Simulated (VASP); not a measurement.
# InP in VASP: notebook, part 2 of 2

VASP 6.6.1. The steps go on from the part before.

### 4 Single point, PBE (mode 4 frozen in at +0.000 Å, normal strain along x +0.0233)

File INCAR:

```
ALGO = Normal
EDIFF = 1E-6
ENCUT = 520
GGA = PE
ISIF = 2
ISMEAR = 0
LASPH = T
LCHARG = T
LELF = T
LREAL = F
LVHAR = T
LWAVE = F
NBANDS = 16
NELM = 60
PREC = Accurate
SIGMA = 0.15
```

File KPOINTS:

```
k-points
0
Gamma
  14 14 14
```

File POSCAR:

```
InP
1.0
    0.0000000000      2.7701982124      2.7701982124
    2.8347438307      0.0000000000      2.7701982124
    2.8347438307      2.7701982124      0.0000000000
In P
1 1
Direct
    0.0000000000      0.0000000000      0.0000000000
    0.5000000000      0.5000000000      0.5000000000
```

Potentials or basis: VASP PAW PBE potentials, release 64 (In_d, P).

Run with:

```
cat potpaw_PBE.64/In_d/POTCAR potpaw_PBE.64/P/POTCAR > POTCAR
mpirun -np 1 vasp_std > vasp.out
```

OUTCAR:

```text
EDIFF = 1E-6
   ENCUT = 520
   GGA = PE
   ISIF = 2
   ISMEAR = 0
   LASPH = T
   LREAL = F
   NELM = 60
   PREC = Accurate

 ion  position               nearest neighbor table
   1  0.000  0.000  0.000-   2 2.77   2 2.77   2 2.77   2 2.77   2 2.83   2 2.83
   2  0.500  0.500  0.500-   1 2.77   1 2.77   1 2.77   1 2.77   1 2.83   1 2.83

  LATTYP: Found a body centered tetragonal cell.
 ALAT       =     3.9176518824
 C/A-ratio  =     1.4471647384

  Lattice vectors:

 A1 = (   2.8347438307,   0.0000000000,   2.7701982124)
 A2 = (   2.8347438307,   0.0000000000,  -2.7701982124)
 A3 = (  -2.8347438307,   2.7701982124,   0.0000000000)

Analysis of symmetry for initial positions (statically):
=====================================================================
 Subroutine PRICEL returns:
 Original cell was already a primitive cell.

 Routine SETGRP: Setting up the symmetry group for a
 body centered tetragonal supercell.

 Subroutine GETGRP returns: Found 16 space group operations
 (whereof 16 operations were pure point group operations)
 out of a pool of 16 trial point group operations.

The static configuration has the point symmetry D_4h.
[... 156 lines left out ...]
  ext. energy  EPLUGINS =         0.00000000
  ---------------------------------------------------
  free energy    TOTEN  =        -7.91264903 eV

  energy without entropy =       -7.89914575  energy(sigma->0) =       -7.90589739

 E-fermi :   6.7218     XC(G=0): -10.2829

 val. band max:        6.7123169933   @ k =   0.1429   0.3571   0.0714
 cond. band min:       6.7227927261   @ k =   0.5000   0.2143   0.2143
 fundamental gap:      0.0104757328
 Fermi energy:         6.7218036415

 k-point     1 :       0.0000    0.0000    0.0000
  band No.  band energies     occupation
      1      -7.4466      2.00000
      2      -7.4458      2.00000
      3      -7.4332      2.00000
      4      -7.4232      2.00000
      5      -7.4232      2.00000
      6      -5.0928      2.00000
[... 433 lines left out ...]
      3      -7.4358      2.00000
      4      -7.3904      2.00000
      5      -7.3780      2.00000
      6      -4.1790      2.00000
[... 8 lines left out ...]
     15      16.7935      0.00000
     16      16.9656      0.00000

 [... further k-points ...]
[... 5 lines left out ...]
  --------------------------------------------------------------------------------------
  -------------------------------------------------------------------------------------
  Total       -0.8000623     -0.2409291     -0.2409291      0.0000000      0.0000000     -0.0000000
  in kB      -29.4624526     -8.8722631     -8.8722631      0.0000000      0.0000000     -0.0000000
  external PRESSURE =     -15.7356596 kB  Pullay stress =       0.0000000 kB

 VOLUME and BASIS-vectors are now :
 -----------------------------------------------------------------------------
  energy-cutoff  :      520.00
  volume of cell :       43.51
      direct lattice vectors                 reciprocal lattice vectors
     0.000000000  2.770198212  2.770198212    -0.176382781  0.180492500  0.180492500
     2.834743831  0.000000000  2.770198212     0.176382781 -0.180492500  0.180492500
     2.834743831  2.770198212  0.000000000     0.176382781  0.180492500 -0.180492500

 POSITION                                       TOTAL-FORCE (eV/Angst)
 -----------------------------------------------------------------------------------
      0.00000      0.00000      0.00000        -0.000000      0.000000      0.000000
      2.83474      2.77020      2.77020         0.000000     -0.000000     -0.000000
 -----------------------------------------------------------------------------------
    total drift:                               -0.000000      0.000000      0.000000

  FREE ENERGIE OF THE ION-ELECTRON SYSTEM (eV)
  ---------------------------------------------------
  free  energy   TOTEN  =        -7.9126490347 eV

  energy  without entropy=       -7.8991457488  energy(sigma->0) =       -7.90589739
```

OSZICAR:

```text
N       E                     dE             d eps       ncg     rms          rms(c)
DAV:   1     0.109617067939E+03    0.10962E+03   -0.84772E+03  7856   0.131E+03
DAV:   2    -0.135939144476E+01   -0.11098E+03   -0.10612E+03  8688   0.306E+02
DAV:   3    -0.804755688690E+01   -0.66882E+01   -0.66088E+01 10320   0.713E+01
DAV:   4    -0.820672283299E+01   -0.15917E+00   -0.15911E+00  9808   0.113E+01
DAV:   5    -0.821412266569E+01   -0.73998E-02   -0.73997E-02 11752   0.218E+00    0.457E+00
DAV:   6    -0.791997688654E+01    0.29415E+00   -0.53719E-01 11848   0.117E+01    0.261E+00
DAV:   7    -0.791266635081E+01    0.73105E-02   -0.71606E-02 11024   0.209E+00    0.115E+00
DAV:   8    -0.791251236513E+01    0.15399E-03   -0.55041E-03  9840   0.882E-01    0.120E-01
DAV:   9    -0.791261371326E+01   -0.10135E-03   -0.33219E-04 11840   0.264E-01    0.759E-02
DAV:  10    -0.791263693683E+01   -0.23224E-04   -0.34517E-05 10936   0.545E-02    0.327E-02
DAV:  11    -0.791264849797E+01   -0.11561E-04   -0.10778E-05 10128   0.270E-02    0.693E-03
DAV:  12    -0.791264903465E+01   -0.53668E-06   -0.10013E-06  7360   0.139E-02
   1 F= -.79126490E+01 E0= -.79058974E+01  d E =-.135033E-01
```

stdout:

```text
POSCAR found type information on POSCAR InP
 POSCAR found :  2 types and       2 ions
 scaLAPACK will be used
 LDA part: xc-table for (Slater+PW92), standard interpolation
 POSCAR, INCAR and KPOINTS ok, starting setup
 FFT: planning ... GRIDC
 FFT: planning ... GRID_SOFT
 FFT: planning ... GRID
 WAVECAR not read
 entering main loop
```

Run time: 92 s. Hardware: 1 thread of Intel Xeon 6975P-C (Granite Rapids), shared host; peak memory 0.29 GiB.

What came out:

```
Free energy            : -7.9126 eV
Pressure               : -1.6 GPa
Band gap on the k mesh : zero (band 9 reaches 7.06 eV, above the bottom of band 10 at 4.55 eV)
```

Caveat: the cell differs from its parent crystal (mode 4 frozen in at +0.000 Å, normal strain along x +0.0233); spin-orbit coupling is left out, which moves the levels of the heavy elements.

### 5 The runs side by side

| cell | gap on the mesh (eV) | pressure (GPa) |
| --- | --- | --- |
| a = 3.918 Å, angles 60.0°, 2 atoms | none | 0.0 |
| a = 3.918, b = 3.872, c = 3.872 Å, angles 60.8, 59.6, 59.6°, 2 atoms | none | 1.9 |
| a = 3.918, b = 3.964, c = 3.964 Å, angles 59.2, 60.4, 60.4°, 2 atoms | none | -1.6 |

Alike in all rows: task single point; level PBE; potentials or basis VASP PAW PBE potentials, release 64 (In_d, P); no spin polarisation; k mesh 14 × 14 × 14; cutoff (eV) 520; smearing gaussian 0.15 eV.

Caveats: spin-orbit coupling is left out, which moves the levels of the heavy elements.

Absolute energies hang on the potentials; compare differences alone.
